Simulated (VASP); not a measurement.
# Te2Mo (P6_3/mmc) in VASP: relaxation of shape and atoms at fixed volume with r2SCAN+D3(BJ)

Aim: the relaxation of shape and atoms at fixed volume of Te2Mo with r2SCAN+D3(BJ).

Program: VASP 6.6.1. These are calculated values, not measurements. Logs are shortened: lines on timing, memory, paths and dates and some standing lists are left out, and cuts for length are marked.

## (1) The cell of the first run

Symmetry: P6_3/mmc, No. 194, hexagonal system. Conventional cell: a = 3.460 Å, b = 3.460 Å, c = 13.567 Å, α = 90.00°, β = 90.00°, γ = 120.00°. Te (site symmetry 3m) has 3 Mo at 2.67 Å and 7 Te at 3.46 to 3.54 Å within 3.6 Å. Within 3.5 Å of Mo (site symmetry -6m2) lie 6 Te at 2.67 Å and 6 Mo at 3.46 Å.

## (2) Relaxation of shape and atoms at fixed volume, r2SCAN+D3(BJ) (23.44 Å³/atom)

Input file POSCAR:

```
Te2Mo
1.0
    3.4598670183      0.0000000000      0.0000000000
   -1.7299335092      2.9963327316      0.0000000000
    0.0000000000      0.0000000000     13.5672380160
Te Mo
4 2
Direct
    0.3333333333      0.6666666667      0.6194667021
    0.6666666667      0.3333333333      0.1194667021
    0.3333333333      0.6666666667      0.8805332979
    0.6666666667      0.3333333333      0.3805332979
    0.3333333333      0.6666666667      0.2500000000
    0.6666666667      0.3333333333      0.7500000000
```

Input file INCAR.step1:

```
SYSTEM = Te2Mo
PREC = Accurate ; ENCUT = 600
ISMEAR = 0 ; SIGMA = 0.05
LREAL = .FALSE. ; LASPH = .TRUE.
NELM = 80 ; GGA = PE
ALGO = Normal ; EDIFF = 1E-4
LWAVE = .TRUE. ; LCHARG = .FALSE.
```

Input file INCAR.step2:

```
SYSTEM = Te2Mo
PREC = Accurate ; ENCUT = 600
EDIFF = 1E-7 ; ISMEAR = 0
SIGMA = 0.05 ; LREAL = .FALSE.
LASPH = .TRUE. ; NELM = 80
ALGO = Normal ; ISIF = 4
LWAVE = .FALSE. ; LCHARG = .FALSE.
METAGGA = R2SCAN ; LMIXTAU = .TRUE.
IVDW = 12 ; VDW_S6 = 1.0
VDW_S8 = 0.78981345 ; VDW_A1 = 0.49484001
VDW_A2 = 5.73083694 ; IBRION = 2
NSW = 60 ; EDIFFG = -0.01
ISTART = 1
```

Input file KPOINTS:

```
regular mesh
0
G
  10 10 2
  0 0 0
```

Potentials or basis: VASP PAW PBE potentials, release 64 (Te, Mo_sv).

On the command line:

```sh
> cat potpaw_PBE.64/Te/POTCAR potpaw_PBE.64/Mo_sv/POTCAR > POTCAR
> cp INCAR.step1 INCAR
> mpirun -np 1 vasp_std > vasp.out
> cp INCAR.step2 INCAR
> mpirun -np 1 vasp_std > vasp.out
```

OUTCAR:

```text
SYSTEM = Te2Mo
   PREC = Accurate
   ENCUT = 600
   EDIFF = 1E-7
   ISMEAR = 0
   LREAL = .FALSE.
   LASPH = .TRUE.
   NELM = 80
   ISIF = 4
   METAGGA = R2SCAN
   IVDW = 12
   IBRION = 2
   NSW = 60
   EDIFFG = -0.01
   ISTART = 1
 IVDW          = 12

 ion  position               nearest neighbor table
   1  0.333  0.667  0.619-   6 2.67   6 2.67   6 2.67   3 3.54
   2  0.667  0.333  0.119-   5 2.67   5 2.67   5 2.67   4 3.54
   3  0.333  0.667  0.881-   6 2.67   6 2.67   6 2.67   1 3.54
   4  0.667  0.333  0.381-   5 2.67   5 2.67   5 2.67   2 3.54
   5  0.333  0.667  0.250-   2 2.67   4 2.67   2 2.67   4 2.67   2 2.67   4 2.67
   6  0.667  0.333  0.750-   1 2.67   3 2.67   1 2.67   3 2.67   1 2.67   3 2.67

  LATTYP: Found a hexagonal cell.
 ALAT       =     3.4598670183
 C/A-ratio  =     3.9213177686

  Lattice vectors:

 A1 = (   3.4598670183,   0.0000000000,   0.0000000000)
 A2 = (  -1.7299335092,   2.9963327316,   0.0000000000)
 A3 = (   0.0000000000,   0.0000000000,  13.5672380160)

Analysis of symmetry for initial positions (statically):
=====================================================================
 Subroutine PRICEL returns:
 Original cell was already a primitive cell.

 Routine SETGRP: Setting up the symmetry group for a
 hexagonal supercell.

 Subroutine GETGRP returns: Found 24 space group operations
 (whereof 12 operations were pure point group operations)
 out of a pool of 24 trial point group operations.

The static configuration has the point symmetry D_3d.
 The point group associated with its full space group is D_6h.

Analysis of symmetry for dynamics (positions and initial velocities):
=====================================================================
 Subroutine PRICEL returns:
 Original cell was already a primitive cell.

 Routine SETGRP: Setting up the symmetry group for a
 hexagonal supercell.

 Subroutine GETGRP returns: Found 24 space group operations
 (whereof 12 operations were pure point group operations)
 out of a pool of 24 trial point group operations.

The dynamic configuration has the point symmetry D_3d.
 The point group associated with its full space group is D_6h.

 Subroutine INISYM returns: Found 24 space group operations
 (whereof 12 operations are pure point group operations),
 and found     1 'primitive' translations

----------------------------------------------------------------------------------------

                                     Primitive cell

  volume of cell :     140.6504

  direct lattice vectors                    reciprocal lattice vectors
     3.459867018  0.000000000  0.000000000     0.289028450  0.166870653  0.000000000
    -1.729933509  2.996332732  0.000000000     0.000000000  0.333741306  0.000000000
     0.000000000  0.000000000 13.567238016     0.000000000  0.000000000  0.073706970

  length of vectors
     3.459867018  3.459867018 13.567238016     0.333741306  0.333741306  0.073706970

  position of ions in fractional coordinates (direct lattice)
     0.333333333  0.666666667  0.619466702
     0.666666667  0.333333333  0.119466702
     0.333333333  0.666666667  0.880533298
     0.666666667  0.333333333  0.380533298
     0.333333333  0.666666667  0.250000000
     0.666666667  0.333333333  0.750000000

  ion indices of the primitive-cell ions
   primitive index   ion index
                 1           1
                 2           2
                 3           3
                 4           4
                 5           5
                 6           6

----------------------------------------------------------------------------------------

 KPOINTS: regular mesh

Automatic generation of k-mesh.
 Grid dimensions read from file:
 generate k-points for:   10   10    2

 Generating k-lattice:

  Cartesian coordinates                     Fractional coordinates (reciprocal lattice)
     0.028902845  0.016687065  0.000000000     0.100000000 -0.000000000  0.000000000
     0.000000000  0.033374131  0.000000000     0.000000000  0.100000000  0.000000000
     0.000000000  0.000000000  0.036853485     0.000000000  0.000000000  0.500000000

  Length of vectors
     0.033374131  0.033374131  0.036853485

  Shift w.r.t. Gamma in fractional coordinates (k-lattice)
     0.000000000  0.000000000  0.000000000

 Subroutine IBZKPT returns following result:
 ===========================================

 Found     28 irreducible k-points:

 Following reciprocal coordinates:
            Coordinates               Weight
  0.000000  0.000000  0.000000      1.000000
  0.100000 -0.000000  0.000000      6.000000
  0.200000 -0.000000  0.000000      6.000000
  0.300000 -0.000000  0.000000      6.000000
  0.400000 -0.000000  0.000000      6.000000
  0.500000  0.000000  0.000000      3.000000
[... 16 lines left out ...]
  0.300000  0.100000  0.500000     12.000000
  0.400000  0.100000  0.500000     12.000000
 [... further k-points ...]
   k-points           NKPTS =     28   k-points in BZ     NKDIM =     28   number of bands    NBANDS=     31
   number of dos      NEDOS =    301   number of ions     NIONS =      6
   total plane-waves  NPLWV =  84672
   dimension x,y,z NGX =    28 NGY =   28 NGZ =  108
   dimension x,y,z NGXF=    56 NGYF=   56 NGZF=  216
   ions per type =               4   2
   NGX,Y,Z   is equivalent  to a cutoff of  13.45, 13.45, 13.23 a.u.
   NGXF,Y,Z  is equivalent  to a cutoff of  26.91, 26.91, 26.47 a.u.
 SYSTEM =  Te2Mo
   PREC   = accura    normal or accurate (medium, high low for compatibility)
   ISTART =      1    job   : 0-new  1-cont  2-samecut
   ICHARG =      0    charge: 1-file 2-atom 10-const
   ISPIN  =      1    spin polarized calculation?
   LNONCOLLINEAR =      F non collinear calculations
   LSORBIT =      F    spin-orbit coupling
   LASPH  =      T    aspherical Exc in radial PAW
   ENCUT  =  600.0 eV  44.10 Ry    6.64 a.u.   6.91  6.91 27.10*2*pi/ulx,y,z
   NELM   =     80;   NELMIN=  2; NELMDL=  0     # of ELM steps
   EDIFF  = 0.1E-06   stopping-criterion for ELM
   LREAL  =      F    real-space projection
   EDIFFG = -.1E-01   stopping-criterion for IOM
   NSW    =     60    number of steps for IOM
   IBRION =      2    ionic relax: 0-MD 1-quasi-New 2-CG
   NFREE  =      1    steps in history (QN), initial steepest desc. (CG)
   ISIF   =      4    stress and relaxation
   ISYM   =      2    0-nonsym 1-usesym 2-fastsym
   POTIM  = 0.5000    time-step for ionic-motion
   TEBEG  =    0.0;   TEEND  =   0.0 temperature during run
   PSTRESS=    0.0 pullay stress
   NELECT =      52.0000    total number of electrons
   NUPDOWN=      -1.0000    fix difference up-down
   EMIN   =  10.00;   EMAX   =-10.00  energy-range for DOS
   EFERMI =   0.00;   METHOD = LEGACY
   ISMEAR =     0;   SIGMA  =   0.05  broadening in eV -4-tet -1-fermi 0-gaus
   EFERMI_NEDOS =   21; number of points for ismear=-14 and -15
   IALGO  =     38    algorithm
   IMIX   =      4    mixing-type and parameters
     AMIX     =   0.40;   BMIX     =  1.00
     AMIX_MAG =   1.60;   BMIX_MAG =  1.00
  volume/ion in A,a.u.               =      23.44       158.19
  Fermi-wavevector in a.u.,A,eV,Ry     =   1.174976  2.220383 18.783775  1.380569
  Thomas-Fermi vector in A             =   2.311364
   LORBIT       =      0    0 simple, 1 ext, 2 COOP (PROOUT), +10 PAW based schemes
   METAGGA = R2SCAN    functional components
   LHFCALC =     F    Hartree Fock is set to
   AEXX    =    0.0000 exact exchange contribution
   IVDW    =    12    specifies the selected vdW correction
   LEPSILON=     F    determine dielectric tensor
   LRPA    =     F    only Hartree local field effects (RPA)
 conjugate gradient relaxation of ions
 non-spin polarized calculation
 Gauss-broadening in eV      SIGMA  =   0.05
  energy-cutoff  :      600.00
  volume of cell :      140.65
 maximum number of plane-waves:      4718
 NGX is ok and might be reduce to    28
   NGX = 13   NGY = 13   NGZ = 55

--------------------------------------- Ionic step        1  -------------------------------------------

 number of electron      52.0000002 magnetization

 Free energy of the ion-electron system (eV)
  ---------------------------------------------------
  ext. energy  EPLUGINS =         0.00000000
  ---------------------------------------------------
  free energy    TOTEN  =      -155.29363670 eV

  energy without entropy =     -155.29363670  energy(sigma->0) =     -155.29363670

------------------------ aborting loop because EDIFF is reached ----------------------------------------

 Edisp (eV)   -1.61185

 E8    (eV) :    -0.5879

  FORCE on cell =-STRESS in cart. coord.  units (eV):
  Direction    XX          YY          ZZ          XY          YZ          ZX
  --------------------------------------------------------------------------------------
  -------------------------------------------------------------------------------------
  Total       5.78940     5.78940     7.05774    -0.00000     0.00000     0.00000
  in kB      65.94826    65.94826    80.39622    -0.00000     0.00000     0.00000
  external pressure =       70.76 kB  Pullay stress =        0.00 kB
[... 201 lines left out ...]
  energy  without entropy=     -156.9614342785  energy(sigma->0) =     -156.96143428

--------------------------------------- Ionic step        6  -------------------------------------------

 number of electron      52.0000001 magnetization

 Free energy of the ion-electron system (eV)
  ---------------------------------------------------
  ext. energy  EPLUGINS =         0.00000000
  ---------------------------------------------------
  free energy    TOTEN  =      -155.34844600 eV

  energy without entropy =     -155.34844600  energy(sigma->0) =     -155.34844600

 E-fermi :   9.3259     XC(G=0): -11.4138

 val. band max:        9.0661408477   @ k =   0.0000   0.0000   0.0000
 cond. band min:       9.6706038977   @ k =   0.2000   0.2000   0.0000
 fundamental gap:      0.6044630500
 Fermi energy:         9.3258757716

 k-point     1 :       0.0000    0.0000    0.0000
  band No.  band energies     occupation
      1     -53.8089      2.00000
      2     -53.8089      2.00000
      3     -27.2823      2.00000
      4     -27.2823      2.00000
      5     -27.1277      2.00000
      6     -27.1277      2.00000
[... 805 lines left out ...]
     30      10.7585      0.00000
     31      11.9031      0.00000

 [... further k-points ...]

------------------------ aborting loop because EDIFF is reached ----------------------------------------

 Edisp (eV)   -1.61303

 E8    (eV) :    -0.5885

  FORCE on cell =-STRESS in cart. coord.  units (eV):
  Direction    XX          YY          ZZ          XY          YZ          ZX
  --------------------------------------------------------------------------------------
  -------------------------------------------------------------------------------------
  Total       3.72841     3.72841     3.76474    -0.00000     0.00000    -0.00000
  in kB      42.47113    42.47113    42.88496    -0.00000     0.00000    -0.00000
  external pressure =       42.61 kB  Pullay stress =        0.00 kB
[... 21 lines left out ...]
  FREE ENERGIE OF THE ION-ELECTRON SYSTEM (eV)
  ---------------------------------------------------
  free  energy   TOTEN  =      -156.9614776809 eV

  energy  without entropy=     -156.9614776809  energy(sigma->0) =     -156.96147768

 reached required accuracy - stopping structural energy minimisation
```

Wall time 68 min (1 thread of Oxide Virtual Turin-like, shared host); peak memory 0.37 GiB.

What came out:

```
Free energy                  : -156.9615 eV
Energy gained by relaxing    : 9.3 meV/atom
Ionic steps                  : 6
Pressure after relaxing      : 4.3 GPa
Largest force after relaxing : 0.008 eV/Å
Band gap on the k mesh       : 0.60 eV (least direct gap 1.27 eV)
Dispersion energy per atom   : -0.269 eV
```

Forces on the atoms (eV/Å):
```
Te   0.000  0.000 -0.008
Te   0.000  0.000 -0.008
Te   0.000  0.000  0.008
Te   0.000  0.000  0.008
Mo   0.000  0.000  0.000
Mo   0.000  0.000  0.000
```

Step by step:
| step | energy change (eV) | largest force (eV/Å) | pressure (GPa) | volume (Å³) |
| --- | --- | --- | --- | --- |
| 1 | 0.0000 | 0.6776 | 7.08 | 140.65 |
| 2 | -0.0424 | 0.0124 | 4.61 | 140.65 |
| 3 | -0.0430 | 0.0784 | 4.86 | 140.65 |
| 4 | -0.0527 | 0.0444 | 4.55 | 140.65 |
| 5 | -0.0560 | 0.0041 | 4.23 | 140.65 |
| 6 | -0.0560 | 0.0083 | 4.26 | 140.65 |

Final structure:
```xyz
6
Lattice="3.4737 0.0000 0.0000 -1.7368 3.0083 0.0000 0.0000 0.0000 13.4597" Properties=species:S:1:pos:R:3 pbc="T T T"
Te    0.0000    2.0055    8.2928
Te    1.7368    1.0028    1.5629
Te    0.0000    2.0055   11.8968
Te    1.7368    1.0028    5.1669
Mo    0.0000    2.0055    3.3649
Mo    1.7368    1.0028   10.0948
```

Caveat: the PAW data sets were made with another functional, which shifts forces and pressure a little; spin-orbit coupling is left out, which moves the levels of the heavy elements.
